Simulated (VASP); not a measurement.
# CoNiO2 (P4/mmm) in VASP: settings compared

Aim: see how the results for CoNiO2 move with the level of theory and the settings. Levels: LDA, PBEsol. Tasks: single point, relaxation of cell and atoms.

Program: VASP 6.6.1. These are calculated values, not measurements. Logs are shortened: lines on timing, memory, paths and dates and some standing lists are left out, and cuts for length are marked.

**1. The cell of the first run**

It takes space group P4/mmm (No. 123, tetragonal). The conventional cell has a = 3.073 Å, b = 3.073 Å, c = 4.305 Å, α = 90.00°, β = 90.00°, γ = 90.00°. Within 2.8 Å of Ni (site symmetry 4/mmm) lie 6 O at 2.15 to 2.17 Å. Co (site symmetry 4/mmm) has 6 O at 2.15 to 2.17 Å within 2.8 Å. Within 2.8 Å of O (site symmetry 4/mmm) lie 2 Ni at 2.15 Å and 4 Co at 2.17 Å. O (site symmetry 4/mmm) has 2 Co at 2.15 Å and 4 Ni at 2.17 Å within 2.8 Å.

**2. Single point, LDA, collinear spin, ferromagnetic start (10.17 Å³/atom)**

Input file INCAR:

```
SYSTEM = CoNiO2
ALGO     = Normal         ! electronic algorithm
EDIFF    = 1E-6           ! SCF threshold, eV
ENCUT    = 520            ! plane-wave cutoff, eV
GGA      = CA             ! functional
ISIF     = 2              ! what is computed and relaxed
ISMEAR   = -1             ! smearing method
ISPIN    = 2              ! spin polarisation
LASPH    = .True.         ! aspherical terms in the spheres
LCHARG   = .False.        ! write CHGCAR
LMAXMIX  = 4              ! l up to which the mixer works
LORBIT   = 11             ! projections on sites
LREAL    = .False.        ! projectors in reciprocal space
LWAVE    = .False.        ! write WAVECAR
MAGMOM   = 1 2 0 0        ! initial moments
NBANDS   = 28             ! bands
NELM     = 150            ! most SCF steps
PREC     = Accurate       ! precision mode
SIGMA    = 0.05           ! smearing width, eV
```

Input file KPOINTS:

```
k-points
0
Gamma
  9 9 6
  0 0 0
```

Input file POSCAR:

```
CoNiO2
1.0
    3.0734525779      0.0000000000      0.0000000000
    0.0000000000      3.0734525779      0.0000000000
    0.0000000000      0.0000000000      4.3050959259
Ni Co O
1 1 2
Direct
    0.0000000000      0.0000000000      0.0000000000
    0.5000000000      0.5000000000      0.5000000000
    0.0000000000      0.0000000000      0.5000000000
    0.5000000000      0.5000000000      0.0000000000
```

Potentials or basis: VASP PAW LDA potentials, release 64 (Ni, Co, O).

On the command line:

```
> cat potpaw_LDA.64/Ni/POTCAR potpaw_LDA.64/Co/POTCAR potpaw_LDA.64/O/POTCAR > POTCAR
> mpirun -np 1 vasp_std > vasp.out
```

OUTCAR:

```text
SYSTEM = CoNiO2
   EDIFF = 1E-6
   ENCUT = 520
   GGA = CA
   ISIF = 2
   ISMEAR = -1
   ISPIN = 2
   LASPH = .True.
   LORBIT = 11
   LREAL = .False.
   NELM = 150
   PREC = Accurate

 ion  position               nearest neighbor table
   1  0.000  0.000  0.000-   3 2.15   3 2.15   4 2.17   4 2.17   4 2.17   4 2.17   2 3.06   2 3.06
                             2 3.06   2 3.06   2 3.06   2 3.06   2 3.06   2 3.06
   2  0.500  0.500  0.500-   4 2.15   4 2.15   3 2.17   3 2.17   3 2.17   3 2.17   1 3.06   1 3.06
                             1 3.06   1 3.06   1 3.06   1 3.06   1 3.06   1 3.06
   3  0.000  0.000  0.500-   1 2.15   1 2.15   2 2.17   2 2.17   2 2.17   2 2.17
   4  0.500  0.500  0.000-   2 2.15   2 2.15   1 2.17   1 2.17   1 2.17   1 2.17

  LATTYP: Found a simple tetragonal cell.
 ALAT       =     3.0734525779
 C/A-ratio  =     1.4007360832

  Lattice vectors:

 A1 = (   3.0734525779,   0.0000000000,   0.0000000000)
 A2 = (   0.0000000000,   3.0734525779,   0.0000000000)
 A3 = (   0.0000000000,   0.0000000000,   4.3050959259)

Analysis of symmetry for initial positions (statically):
=====================================================================
 Subroutine PRICEL returns:
 Original cell was already a primitive cell.

 Routine SETGRP: Setting up the symmetry group for a
 simple tetragonal supercell.

 Subroutine GETGRP returns: Found 16 space group operations
 (whereof 16 operations were pure point group operations)
 out of a pool of 16 trial point group operations.

The static configuration has the point symmetry D_4h.

Analysis of symmetry for dynamics (positions and initial velocities):
=====================================================================
 Subroutine PRICEL returns:
 Original cell was already a primitive cell.

 Routine SETGRP: Setting up the symmetry group for a
 simple tetragonal supercell.

 Subroutine GETGRP returns: Found 16 space group operations
 (whereof 16 operations were pure point group operations)
 out of a pool of 16 trial point group operations.

The dynamic configuration has the point symmetry D_4h.

Analysis of structural, dynamic, and magnetic symmetry:
=====================================================================
 Subroutine PRICEL returns:
 Original cell was already a primitive cell.

 Routine SETGRP: Setting up the symmetry group for a
 simple tetragonal supercell.

 Subroutine GETGRP returns: Found 16 space group operations
 (whereof 16 operations were pure point group operations)
 out of a pool of 16 trial point group operations.

The overall configuration has the point symmetry D_4h.

 Subroutine INISYM returns: Found 16 space group operations
 (whereof 16 operations are pure point group operations),
 and found     1 'primitive' translations

----------------------------------------------------------------------------------------

                                     Primitive cell

  volume of cell :      40.6664

  direct lattice vectors                    reciprocal lattice vectors
     3.073452578  0.000000000  0.000000000     0.325366985  0.000000000  0.000000000
     0.000000000  3.073452578  0.000000000     0.000000000  0.325366985  0.000000000
     0.000000000  0.000000000  4.305095926     0.000000000  0.000000000  0.232282861

  length of vectors
     3.073452578  3.073452578  4.305095926     0.325366985  0.325366985  0.232282861

  position of ions in fractional coordinates (direct lattice)
     0.000000000  0.000000000  0.000000000
     0.500000000  0.500000000  0.500000000
     0.000000000  0.000000000  0.500000000
     0.500000000  0.500000000  0.000000000

  ion indices of the primitive-cell ions
   primitive index   ion index
                 1           1
                 2           2
                 3           3
                 4           4

----------------------------------------------------------------------------------------

 KPOINTS: k-points

Automatic generation of k-mesh.
 Grid dimensions read from file:
 generate k-points for:    9    9    6

 Generating k-lattice:

  Cartesian coordinates                     Fractional coordinates (reciprocal lattice)
     0.036151887  0.000000000  0.000000000     0.111111111  0.000000000  0.000000000
     0.000000000  0.036151887  0.000000000     0.000000000  0.111111111  0.000000000
     0.000000000  0.000000000  0.038713810     0.000000000  0.000000000  0.166666667

  Length of vectors
     0.036151887  0.036151887  0.038713810

  Shift w.r.t. Gamma in fractional coordinates (k-lattice)
     0.000000000  0.000000000  0.000000000

 Subroutine IBZKPT returns following result:
 ===========================================

 Found     60 irreducible k-points:

 Following reciprocal coordinates:
            Coordinates               Weight
  0.000000  0.000000  0.000000      1.000000
  0.111111  0.000000  0.000000      4.000000
  0.222222  0.000000  0.000000      4.000000
  0.333333  0.000000  0.000000      4.000000
  0.444444  0.000000  0.000000      4.000000
  0.111111  0.111111  0.000000      4.000000
[... 16 lines left out ...]
  0.333333  0.111111  0.166667     16.000000
  0.444444  0.111111  0.166667     16.000000
 [... further k-points ...]
   k-points           NKPTS =     60   k-points in BZ     NKDIM =     60   number of bands    NBANDS=     28
   number of dos      NEDOS =    301   number of ions     NIONS =      4
   total plane-waves  NPLWV =  18432
   dimension x,y,z NGX =    24 NGY =   24 NGZ =   32
   dimension x,y,z NGXF=    48 NGYF=   48 NGZF=   64
   ions per type =               1   1   2
   NGX,Y,Z   is equivalent  to a cutoff of  12.98, 12.98, 12.36 a.u.
   NGXF,Y,Z  is equivalent  to a cutoff of  25.96, 25.96, 24.71 a.u.
 SYSTEM =  CoNiO2
   PREC   = accura    normal or accurate (medium, high low for compatibility)
   ISTART =      0    job   : 0-new  1-cont  2-samecut
   ICHARG =      2    charge: 1-file 2-atom 10-const
   ISPIN  =      2    spin polarized calculation?
   LNONCOLLINEAR =      F non collinear calculations
   LSORBIT =      F    spin-orbit coupling
   LASPH  =      T    aspherical Exc in radial PAW
   ENCUT  =  520.0 eV  38.22 Ry    6.18 a.u.   5.71  5.71  8.00*2*pi/ulx,y,z
   NELM   =    150;   NELMIN=  2; NELMDL= -5     # of ELM steps
   EDIFF  = 0.1E-05   stopping-criterion for ELM
   LREAL  =      F    real-space projection
   EDIFFG = 0.1E-04   stopping-criterion for IOM
   NSW    =      0    number of steps for IOM
   IBRION =     -1    ionic relax: 0-MD 1-quasi-New 2-CG
   NFREE  =      0    steps in history (QN), initial steepest desc. (CG)
   ISIF   =      2    stress and relaxation
   ISYM   =      2    0-nonsym 1-usesym 2-fastsym
   POTIM  = 0.5000    time-step for ionic-motion
   TEBEG  =    0.0;   TEEND  =   0.0 temperature during run
   PSTRESS=    0.0 pullay stress
   NELECT =      31.0000    total number of electrons
   NUPDOWN=      -1.0000    fix difference up-down
   EMIN   =  10.00;   EMAX   =-10.00  energy-range for DOS
   EFERMI =   0.00;   METHOD = LEGACY
   ISMEAR =    -1;   SIGMA  =   0.05  broadening in eV -4-tet -1-fermi 0-gaus
   EFERMI_NEDOS =   21; number of points for ismear=-14 and -15
   IALGO  =     38    algorithm
   IMIX   =      4    mixing-type and parameters
     AMIX     =   0.40;   BMIX     =  1.00
     AMIX_MAG =   1.60;   BMIX_MAG =  1.00
  volume/ion in A,a.u.               =      10.17        68.61
  Fermi-wavevector in a.u.,A,eV,Ry     =   1.495490  2.826066 30.429288  2.236490
  Thomas-Fermi vector in A             =   2.607628
   LORBIT       =     11    0 simple, 1 ext, 2 COOP (PROOUT), +10 PAW based schemes
   GGA     = CA    functional components
   LHFCALC =     F    Hartree Fock is set to
   AEXX    =    0.0000 exact exchange contribution
   IVDW    =     0    specifies the selected vdW correction
   LEPSILON=     F    determine dielectric tensor
   LRPA    =     F    only Hartree local field effects (RPA)
 spin polarized calculation
  energy-cutoff  :      520.00
  volume of cell :       40.67
 maximum number of plane-waves:      1114
 NGX is ok and might be reduce to    24
   NGX = 11   NGY = 11   NGZ = 17

 number of electron      31.0000025 magnetization       3.6780797

 Free energy of the ion-electron system (eV)
  ---------------------------------------------------
  ext. energy  EPLUGINS =         0.00000000
  ---------------------------------------------------
  free energy    TOTEN  =       -27.41617023 eV

  energy without entropy =      -27.34750458  energy(sigma->0) =      -27.38183741

 E-fermi :   6.4194     XC(G=0): -12.5738

 val. band max:        6.4190046982   @ k =   0.3333   0.2222   0.5000
 cond. band min:       6.4216355611   @ k =   0.1111   0.0000   0.3333
 fundamental gap:      0.0026308630
 Fermi energy:         6.4194330377

 spin component 1

 k-point     1 :       0.0000    0.0000    0.0000
  band No.  band energies     occupation
      1     -12.9731      1.00000
      2     -11.7613      1.00000
      3       0.1090      1.00000
      4       2.3852      1.00000
      5       2.3852      1.00000
      6       2.9980      1.00000
[... 709 lines left out ...]
     26      20.5074      0.00000
     27      25.4348      0.00000

 [... further k-points ...]

 spin component 2

 k-point     1 :       0.0000    0.0000    0.0000
  band No.  band energies     occupation
      1     -12.6168      1.00000
      2     -11.3686      1.00000
      3       0.4155      1.00000
      4       2.7599      1.00000
      5       2.7599      1.00000
      6       3.9176      1.00000
[... 709 lines left out ...]
     26      20.9234      0.00000
     27      25.7698      0.00000

 [... further k-points ...]

 [bands above 27 left out]

------------------------ aborting loop because EDIFF is reached ----------------------------------------

  FORCE on cell =-STRESS in cart. coord.  units (eV):
  Direction    XX          YY          ZZ          XY          YZ          ZX
  --------------------------------------------------------------------------------------
  -------------------------------------------------------------------------------------
  Total       -7.3657907     -7.3657907     -7.4234057      0.0000000      0.0000000      0.0000000
  in kB     -290.1977831   -290.1977831   -292.4677029      0.0000000      0.0000000      0.0000000
  external PRESSURE =    -290.9544230 kB  Pullay stress =       0.0000000 kB

 VOLUME and BASIS-vectors are now :
 -----------------------------------------------------------------------------
  energy-cutoff  :      520.00
  volume of cell :       40.67
      direct lattice vectors                 reciprocal lattice vectors
     3.073452578  0.000000000  0.000000000     0.325366985  0.000000000  0.000000000
     0.000000000  3.073452578  0.000000000     0.000000000  0.325366985  0.000000000
     0.000000000  0.000000000  4.305095926     0.000000000  0.000000000  0.232282861

 POSITION                                       TOTAL-FORCE (eV/Angst)
 -----------------------------------------------------------------------------------
      0.00000      0.00000      0.00000         0.000000      0.000000      0.000000
      1.53673      1.53673      2.15255         0.000000      0.000000      0.000000
      0.00000      0.00000      2.15255         0.000000      0.000000      0.000000
      1.53673      1.53673      0.00000         0.000000      0.000000      0.000000
 -----------------------------------------------------------------------------------
    total drift:                                0.000000     -0.000000     -0.000000

  FREE ENERGIE OF THE ION-ELECTRON SYSTEM (eV)
  ---------------------------------------------------
  free  energy   TOTEN  =       -27.4161702282 eV

  energy  without entropy=      -27.3475045822  energy(sigma->0) =      -27.38183741

 total charge

# of ion       s       p       d       tot
------------------------------------------
    1        0.298   0.323   8.303   8.924
    2        0.284   0.324   7.123   7.732
    3        1.550   3.334   0.000   4.884
    4        1.555   3.311   0.000   4.866
--------------------------------------------------
tot          3.687   7.292  15.427  26.406

 magnetization (x)

# of ion       s       p       d       tot
------------------------------------------
    1        0.008   0.006   0.664   0.678
    2        0.017   0.018   2.445   2.480
    3        0.022   0.227   0.000   0.249
    4        0.017   0.162   0.000   0.179
--------------------------------------------------
tot          0.063   0.413   3.109   3.585
```

Run time: 91 s. Hardware: 1 thread of Intel Xeon Platinum 8375C at 2.90GHz (Ice Lake), shared host; peak memory 0.22 GiB.

Results:

```yaml
Free_energy: -27.4162 eV
Pressure: -29.1 GPa
Net_moment: 3.68 μB per cell
Site_moments: Ni +0.68; Co +2.48; O +0.25, +0.18 μB
Valence_electrons_inside_the_program's_atomic_spheres: Ni 8.92; Co 7.73; O 4.88, 4.87
```

Caveat: the cell stands under tension; semilocal functionals often make such compounds metallic where correlation or magnetic order opens a gap, which also shifts bond lengths. With open d or f shells a metallic result of LDA can be an artefact of self-interaction; +U or a hybrid may open a gap.

**3. Relaxation of cell and atoms, PBEsol, collinear spin, ferromagnetic start, target pressure 30 GPa, at which the enthalpy is minimised**

This run uses another cell than the first one, of 9.59 Å³/atom.

Input file INCAR:

```
SYSTEM = CoNiO2
ALGO     = Normal         ! electronic algorithm
EDIFF    = 1E-6           ! SCF threshold, eV
EDIFFG   = -0.01          ! ionic threshold
ENCUT    = 600            ! plane-wave cutoff, eV
GGA      = PS             ! functional
IBRION   = 2              ! ionic algorithm
ISIF     = 3              ! what is computed and relaxed
ISMEAR   = -1             ! smearing method
ISPIN    = 2              ! spin polarisation
LASPH    = .TRUE.         ! aspherical terms in the spheres
LCHARG   = .FALSE.        ! write CHGCAR
LMAXMIX  = 4              ! l up to which the mixer works
LORBIT   = 11             ! projections on sites
LREAL    = .FALSE.        ! projectors in reciprocal space
LWAVE    = .FALSE.        ! write WAVECAR
MAGMOM   = 1 2 0 0        ! initial moments
NELM     = 150            ! most SCF steps
NSW      = 80             ! ionic steps
PREC     = Accurate       ! precision mode
PSTRESS  = 300.0        
SIGMA    = 0.05           ! smearing width, eV
```

Input file KPOINTS:

```
k-points
0
G
  9 9 6
  0 0 0
```

Input file POSCAR:

```
CoNiO2
1.0
    3.0143330000      0.0000000000      0.0000000000
    0.0000000000      3.0143330000      0.0000000000
    0.0000000000      0.0000000000      4.2222850000
Ni Co O
1 1 2
Direct
    0.0000000000      0.0000000000      0.0000000000
    0.5000000000      0.5000000000      0.5000000000
    0.0000000000      0.0000000000      0.5000000000
    0.5000000000      0.5000000000      0.0000000000
```

Potentials or basis: VASP PAW PBE potentials, release 64 (Ni, Co, O).

On the command line:

```
> cat potpaw_PBE.64/Ni/POTCAR potpaw_PBE.64/Co/POTCAR potpaw_PBE.64/O/POTCAR > POTCAR
> mpirun -np 1 vasp_std > vasp.out
```

It took 6.1 min on 1 thread of Intel Xeon 6975P-C (Granite Rapids), shared host; peak memory 0.27 GiB.

It converged, with:

```
Free energy                                                : -25.9059 eV
Relaxed volume                                             : 7.62 Å³/atom
Relaxed cell                                               : a = 2.781 Å, b = 2.781 Å, c = 3.942 Å, α = 90.00°, β = 90.00°, γ = 90.00°
Space group after relaxing (to 0.1 Å)                      : P4/mmm (No. 123)
Energy change on relaxing (the run minimises the enthalpy) : +83.9 meV/atom
Ionic steps                                                : 7
Pressure after relaxing                                    : 30.2 GPa
Net moment                                                 : 0.00 μB per cell
Valence electrons inside the program's atomic spheres      : Ni 9.48; Co 8.40; O 5.02
```

Step by step:
```tsv
step	energy change (eV)	largest force (eV/Å)	pressure (GPa)	volume (Å³)
1	0.0000	0.0000	-12.44	38.36
2	2.2907	0.0000	118.14	25.92
3	0.2306	0.0000	22.68	31.15
4	0.3104	0.0000	28.47	30.65
5	0.3365	0.0000	30.20	30.50
6	0.3355	0.0000	30.21	30.50
7	0.3357	0.0000	30.18	30.50
```

Final structure:
```
CELL_PARAMETERS angstrom
2.78136 0.00000 0.00000
0.00000 2.78136 0.00000
0.00000 0.00000 3.94235
ATOMIC_POSITIONS crystal
Ni 0.00000 0.00000 0.00000
Co 0.50000 0.50000 0.50000
O 0.00000 0.00000 0.50000
O 0.50000 0.50000 0.00000
```

Levels at points of the mesh, in eV from the Fermi level:
Spin up:
```
           k point  band 14  band 15  band 16  band 17  band 18  band 19
(0.00, 0.00, 0.00)    -1.95    -1.21    -0.59    -0.59    -0.23     2.63
(0.00, 0.00, 0.50)    -1.18    -0.52    -0.52    -0.31     0.34     6.48
```
Spin down:
| k point | band 13 | band 14 | band 15 | band 16 | band 17 | band 18 | band 19 | band 20 |
| --- | --- | --- | --- | --- | --- | --- | --- | --- |
| (0.00, 0.00, 0.00) | -2.01 | -1.95 | -1.21 | -0.59 | -0.59 | -0.23 | 2.63 | 7.79 |
| (0.00, 0.00, 0.50) | -1.18 | -1.18 | -0.52 | -0.52 | -0.31 | 0.34 | 6.48 | 6.85 |

Caveat: the cell is relaxed towards a set pressure, so the run minimises the enthalpy, not the energy; the volume moved by over 15 % at a fixed basis, so the end points are rough; the PAW data sets were made with another functional, which shifts forces and pressure a little; semilocal functionals often make such compounds metallic where correlation or magnetic order opens a gap, which also shifts bond lengths. With open d or f shells a metallic result of PBEsol can be an artefact of self-interaction; +U or a hybrid may open a gap.
